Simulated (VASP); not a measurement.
# BaTe in VASP: notebook, part 2 of 2

VASP 6.6.1. The steps go on from the part before.

## 5. Relaxation of shape and atoms at fixed volume, PBE (51.88 Å³/atom)

This run uses another cell than the first one, of 51.88 Å³/atom.

INCAR

```
PREC = Accurate ; ENCUT = 600
EDIFF = 1E-6 ; ISMEAR = 0
SIGMA = 0.05 ; LREAL = False
LASPH = True ; NELM = 60
ALGO = Normal ; ISIF = 4
LWAVE = False ; LCHARG = False
GGA = PE ; IBRION = 2
NSW = 60 ; EDIFFG = -0.01
```

KPOINTS

```
regular mesh
0
Gamma
  8 8 4
```

POSCAR

```
BaTe
1.0
    5.8895218706      0.0000000000      0.0000000000
   -2.9447609353      5.1004755561      0.0000000000
    0.0000000000      0.0000000000      6.9077887367
Ba Te
2 2
Direct
    0.6666666667      0.3333333333      0.0625865676
    0.3333333333      0.6666666667      0.5625865676
    0.6666666667      0.3333333333      0.5626134324
    0.3333333333      0.6666666667      0.0626134324
```

Potentials or basis: VASP PAW PBE potentials, release 64 (Ba_sv, Te).

Run with:

```bash
> cat potpaw_PBE.64/Ba_sv/POTCAR potpaw_PBE.64/Te/POTCAR > POTCAR
> mpirun -np 1 vasp_std > vasp.out
```

OUTCAR:

```text
PREC = Accurate
   ENCUT = 600
   EDIFF = 1E-6
   ISMEAR = 0
   LREAL = False
   LASPH = True
   NELM = 60
   ISIF = 4
   GGA = PE
   IBRION = 2
   NSW = 60
   EDIFFG = -0.01

 ion  position               nearest neighbor table
   1  0.667  0.333  0.063-   4 3.40   4 3.40   4 3.40   3 3.45   3 3.45
   2  0.333  0.667  0.563-   3 3.40   3 3.40   3 3.40   4 3.45   4 3.45
   3  0.667  0.333  0.563-   2 3.40   2 3.40   2 3.40   1 3.45   1 3.45
   4  0.333  0.667  0.063-   1 3.40   1 3.40   1 3.40   2 3.45   2 3.45

  LATTYP: Found a hexagonal cell.
 ALAT       =     5.8895218706
 C/A-ratio  =     1.1728946574

  Lattice vectors:

 A1 = (   5.8895218706,   0.0000000000,   0.0000000000)
 A2 = (  -2.9447609353,   5.1004755561,   0.0000000000)
 A3 = (   0.0000000000,   0.0000000000,   6.9077887367)

Analysis of symmetry for initial positions (statically):
=====================================================================
 Subroutine PRICEL returns:
 Original cell was already a primitive cell.

 Routine SETGRP: Setting up the symmetry group for a
 hexagonal supercell.

 Subroutine GETGRP returns: Found 12 space group operations
 (whereof  6 operations were pure point group operations)
 out of a pool of 24 trial point group operations.

The static configuration has the point symmetry C_3v.
 The point group associated with its full space group is C_6v.

Analysis of symmetry for dynamics (positions and initial velocities):
=====================================================================
 Subroutine PRICEL returns:
 Original cell was already a primitive cell.

 Routine SETGRP: Setting up the symmetry group for a
 hexagonal supercell.

 Subroutine GETGRP returns: Found 12 space group operations
 (whereof  6 operations were pure point group operations)
 out of a pool of 24 trial point group operations.

The dynamic configuration has the point symmetry C_3v.
 The point group associated with its full space group is C_6v.

 Subroutine INISYM returns: Found 12 space group operations
 (whereof  6 operations are pure point group operations),
 and found     1 'primitive' translations

----------------------------------------------------------------------------------------

                                     Primitive cell

  volume of cell :     207.5056

  direct lattice vectors                    reciprocal lattice vectors
     5.889521871  0.000000000  0.000000000     0.169793070  0.098030075  0.000000000
    -2.944760935  5.100475556  0.000000000     0.000000000  0.196060149  0.000000000
     0.000000000  0.000000000  6.907788737     0.000000000  0.000000000  0.144764126

  length of vectors
     5.889521871  5.889521871  6.907788737     0.196060149  0.196060149  0.144764126

  position of ions in fractional coordinates (direct lattice)
     0.666666667  0.333333333  0.062586568
     0.333333333  0.666666667  0.562586568
     0.666666667  0.333333333  0.562613432
     0.333333333  0.666666667  0.062613432

[... 107 lines left out ...]
   LEPSILON=     F    determine dielectric tensor
   LRPA    =     F    only Hartree local field effects (RPA)
 conjugate gradient relaxation of ions
 non-spin polarized calculation
 Gauss-broadening in eV      SIGMA  =   0.05
  energy-cutoff  :      600.00
  volume of cell :      207.51
 maximum number of plane-waves:      6976
 NGX is ok and might be reduce to    48
   NGX = 23   NGY = 23   NGZ = 27

--------------------------------------- Ionic step        1  -------------------------------------------

 number of electron      32.0000000 magnetization

 Free energy of the ion-electron system (eV)
  ---------------------------------------------------
  ext. energy  EPLUGINS =         0.00000000
  ---------------------------------------------------
  free energy    TOTEN  =       -16.73700514 eV

  energy without entropy =      -16.73700514  energy(sigma->0) =      -16.73700514

------------------------ aborting loop because EDIFF is reached ----------------------------------------

  FORCE on cell =-STRESS in cart. coord.  units (eV):
  Direction    XX          YY          ZZ          XY          YZ          ZX
  --------------------------------------------------------------------------------------
  -------------------------------------------------------------------------------------
  Total        1.5368623      1.5368623      1.8865623      0.0000000      0.0000000      0.0000000
  in kB       11.8663126     11.8663126     14.5663915      0.0000000      0.0000000      0.0000000
  external PRESSURE =      12.7663389 kB  Pullay stress =       0.0000000 kB

 VOLUME and BASIS-vectors are now :
 -----------------------------------------------------------------------------
  energy-cutoff  :      600.00
  volume of cell :      207.51
      direct lattice vectors                 reciprocal lattice vectors
     5.889521871  0.000000000  0.000000000     0.169793070  0.098030075  0.000000000
    -2.944760935  5.100475556  0.000000000     0.000000000  0.196060149  0.000000000
     0.000000000  0.000000000  6.907788737     0.000000000  0.000000000  0.144764126

 POSITION                                       TOTAL-FORCE (eV/Angst)
 -----------------------------------------------------------------------------------
      2.94476      1.70016      0.43233        -0.000000     -0.000000      0.000486
     -0.00000      3.40032      3.88623         0.000000      0.000000      0.000486
      2.94476      1.70016      3.88641         0.000000     -0.000000     -0.000486
     -0.00000      3.40032      0.43252        -0.000000     -0.000000     -0.000486
 -----------------------------------------------------------------------------------
    total drift:                                0.000000     -0.000000     -0.000015

  FREE ENERGIE OF THE ION-ELECTRON SYSTEM (eV)
  ---------------------------------------------------
  free  energy   TOTEN  =       -16.7370051433 eV

  energy  without entropy=      -16.7370051433  energy(sigma->0) =      -16.73700514

--------------------------------------- Ionic step        2  -------------------------------------------

 number of electron      31.9999999 magnetization

 Free energy of the ion-electron system (eV)
  ---------------------------------------------------
  ext. energy  EPLUGINS =         0.00000000
  ---------------------------------------------------
  free energy    TOTEN  =       -16.73751837 eV

  energy without entropy =      -16.73751837  energy(sigma->0) =      -16.73751837

 E-fermi :   1.5143     XC(G=0):  -7.2335

 val. band max:        1.2333795872   @ k =   0.0000   0.0000   0.0000
 cond. band min:       3.0906939437   @ k =   0.3750   0.2500   0.0000
 fundamental gap:      1.8573143565
 Fermi energy:         1.5142632201

 k-point     1 :       0.0000    0.0000    0.0000
  band No.  band energies     occupation
      1     -25.9294      2.00000
      2     -25.9116      2.00000
      3     -11.2660      2.00000
      4     -11.2096      2.00000
      5     -11.2096      2.00000
      6     -11.1332      2.00000
[... 541 lines left out ...]
     19       5.1451      0.00000
     20       5.1451      0.00000

 [... further k-points ...]
[... 5 lines left out ...]
  --------------------------------------------------------------------------------------
  -------------------------------------------------------------------------------------
  Total        1.6294059      1.6294059      1.6453804      0.0000000      0.0000000      0.0000000
  in kB       12.5808537     12.5808537     12.7041945      0.0000000      0.0000000      0.0000000
  external PRESSURE =      12.6219673 kB  Pullay stress =       0.0000000 kB

 VOLUME and BASIS-vectors are now :
 -----------------------------------------------------------------------------
  energy-cutoff  :      600.00
  volume of cell :      207.51
      direct lattice vectors                 reciprocal lattice vectors
     5.881253574  0.000000000  0.000000000     0.170031778  0.098167893  0.000000000
    -2.940626787  5.093315001  0.000000000    -0.000000000  0.196335785  0.000000000
     0.000000000  0.000000000  6.927225340     0.000000000  0.000000000  0.144357943

 POSITION                                       TOTAL-FORCE (eV/Angst)
 -----------------------------------------------------------------------------------
      2.94063      1.69777      0.43357         0.000000     -0.000000      0.000347
     -0.00000      3.39554      3.89719        -0.000000      0.000000      0.000347
      2.94063      1.69777      3.89733        -0.000000      0.000000     -0.000347
     -0.00000      3.39554      0.43371         0.000000     -0.000000     -0.000347
 -----------------------------------------------------------------------------------
    total drift:                                0.000000     -0.000000     -0.000007

  FREE ENERGIE OF THE ION-ELECTRON SYSTEM (eV)
  ---------------------------------------------------
  free  energy   TOTEN  =       -16.7375183652 eV

  energy  without entropy=      -16.7375183652  energy(sigma->0) =      -16.73751837

 reached required accuracy - stopping structural energy minimisation
```

OSZICAR:

```text
N       E                     dE             d eps       ncg     rms          rms(c)
DAV:   1     0.251912509862E+03    0.25191E+03   -0.13420E+04  1200   0.144E+03
DAV:   2     0.664442562736E+01   -0.24527E+03   -0.23785E+03  1648   0.245E+02
[... 15 lines left out ...]
DAV:   1    -0.167399224950E+02   -0.29183E-02   -0.11970E-01  1240   0.186E+00    0.182E-01
DAV:   2    -0.167383532012E+02    0.15693E-02   -0.23128E-03  1376   0.267E-01    0.102E-01
DAV:   3    -0.167375040711E+02    0.84913E-03   -0.21559E-03  1384   0.261E-01    0.220E-02
DAV:   4    -0.167375142686E+02   -0.10198E-04   -0.82190E-05  1372   0.417E-02    0.137E-02
DAV:   5    -0.167375160773E+02   -0.18087E-05   -0.46857E-06  1316   0.100E-02    0.702E-03
DAV:   6    -0.167375179874E+02   -0.19101E-05   -0.31174E-06  1056   0.104E-02    0.353E-03
DAV:   7    -0.167375183652E+02   -0.37780E-06   -0.40880E-07   888   0.349E-03
   2 F= -.16737518E+02 E0= -.16737518E+02  d E =-.513222E-03
```

Run time: 2.9 min. Hardware: 1 thread of Intel Xeon 6975P-C (Granite Rapids), shared host; peak memory 0.45 GiB.

Results:

```yaml
Free_energy: -16.7375 eV
Energy_gained_by_relaxing: 0.1 meV/atom
Ionic_steps: 2
Pressure_after_relaxing: 1.3 GPa
Band_gap_on_the_k_mesh: 1.86 eV (least direct gap 2.17 eV)
```

The path:
| step | energy change (eV) | largest force (eV/Å) | pressure (GPa) | volume (Å³) |
| --- | --- | --- | --- | --- |
| 1 | 0.0000 | 0.0005 | 1.28 | 207.51 |
| 2 | -0.0005 | 0.0003 | 1.26 | 207.51 |

Final structure:
```
Ba Te
1.0
     5.88125    0.00000    0.00000
    -2.94063    5.09331    0.00000
     0.00000    0.00000    6.92723
Ba Te
2 2
Direct
  0.66667 0.33333 0.06259
  0.33333 0.66667 0.56259
  0.66667 0.33333 0.56261
  0.33333 0.66667 0.06261
```

Caveat: spin-orbit coupling is left out, which moves the levels of the heavy elements. A k mesh can miss the band edges.

## 6. Relaxation of shape and atoms at fixed volume, PBE (52.96 Å³/atom)

This run uses another cell than the first one, of 52.96 Å³/atom.

INCAR

```
PREC = Accurate ; ENCUT = 600
EDIFF = 1E-6 ; ISMEAR = 0
SIGMA = 0.05 ; LREAL = F
LASPH = T ; NELM = 80
ALGO = Normal ; ISIF = 4
LWAVE = F ; LCHARG = F
GGA = PE ; IBRION = 2
NSW = 60 ; EDIFFG = -0.01
```

KPOINTS

```
Automatic mesh
0
Gamma
  8 8 4
```

POSCAR

```
BaTe
1.0
    5.9301405464      0.0000000000      0.0000000000
   -2.9650702732      5.1356523612      0.0000000000
    0.0000000000      0.0000000000      6.9554301645
Ba Te
2 2
Direct
    0.6666666667      0.3333333333      0.0625865676
    0.3333333333      0.6666666667      0.5625865676
    0.6666666667      0.3333333333      0.5626134324
    0.3333333333      0.6666666667      0.0626134324
```

Potentials or basis: VASP PAW PBE potentials, release 64 (Ba_sv, Te).

Run with:

```bash
> cat potpaw_PBE.64/Ba_sv/POTCAR potpaw_PBE.64/Te/POTCAR > POTCAR
> mpirun -np 1 vasp_std > vasp.out
```

Run time: 2.7 min. Hardware: 1 thread of Intel Xeon 6975P-C (Granite Rapids), shared host; peak memory 0.44 GiB.

Results (log left out):

```
Free energy               : -16.7644 eV
Energy gained by relaxing : 0.0 meV/atom
Ionic steps               : 2
Pressure after relaxing   : 0.7 GPa
Band gap on the k mesh    : 1.89 eV (least direct gap 2.20 eV)
```

The path:
```tsv
step	energy change (eV)	largest force (eV/Å)	pressure (GPa)	volume (Å³)
1	0.0000	0.0004	0.74	211.83
2	-0.0002	0.0003	0.73	211.83
```

Final structure:
```
CELL_PARAMETERS angstrom
5.92534 0.00000 0.00000
-2.96267 5.13150 0.00000
0.00000 0.00000 6.96670
ATOMIC_POSITIONS crystal
Ba 0.66667 0.33333 0.06259
Ba 0.33333 0.66667 0.56259
Te 0.66667 0.33333 0.56261
Te 0.33333 0.66667 0.06261
```

Levels at points of the mesh, in eV from the valence-band top:
```tsv
k point	band 12	band 13	band 14	band 15	band 16	band 17	band 18	band 19	band 20
(0.00, 0.00, 0.00)	-1.09	-0.97	-0.97	-0.95	0.00	2.35	2.73	2.73	3.61
(0.50, 0.00, 0.00)	-1.04	-0.85	-0.77	-0.55	-0.40	2.30	2.73	2.90	3.83
(0.00, 0.00, 0.50)	-1.45	-1.12	-1.12	-1.12	-1.12	3.18	3.18	4.21	4.21
(0.50, 0.00, 0.50)	-1.82	-0.94	-0.94	-0.76	-0.76	3.09	3.09	3.86	3.86
```

Caveat: spin-orbit coupling is left out, which moves the levels of the heavy elements. A k mesh can miss the band edges.

## 7. The runs side by side

```tsv
task	level	cell	cutoff (eV)	gap on the mesh (eV)	pressure (GPa)
single point	RPBE	a = 5.970, b = 5.970, c = 7.002 Å, angles 90.0, 90.0, 120.0°, 4 atoms	520	2.04	1.2
single point	PBE	a = 5.970, b = 5.970, c = 7.002 Å, angles 90.0, 90.0, 120.0°, 4 atoms	520	1.92	0.3
single point	revPBE	a = 5.970, b = 5.970, c = 7.002 Å, angles 90.0, 90.0, 120.0°, 4 atoms	520	2.02	0.9
relaxation of shape and atoms at fixed volume	PBE	relaxed from a = 5.890, b = 5.890, c = 6.908 Å, angles 90.0, 90.0, 120.0°, 4 atoms	600	1.86	1.3
relaxation of shape and atoms at fixed volume	PBE	relaxed from a = 5.930, b = 5.930, c = 6.955 Å, angles 90.0, 90.0, 120.0°, 4 atoms	600	1.89	0.7
```

Alike in all rows: potentials or basis VASP PAW PBE potentials, release 64 (Ba_sv, Te); no spin polarisation; k mesh 8 × 8 × 4; smearing gaussian 0.05 eV.

On the cell as given the gap runs from 1.92 eV (PBE) to 2.04 eV (RPBE). The pressure there spans 0.3 GPa (PBE) to 1.2 GPa (RPBE); a positive pressure means that this level wants a larger cell, a negative one a smaller.

Caveats: spin-orbit coupling is left out, which moves the levels of the heavy elements; the PAW data sets were made with another functional, which shifts forces and pressure a little (at least some runs).

Absolute energies hang on the potentials; compare differences alone.
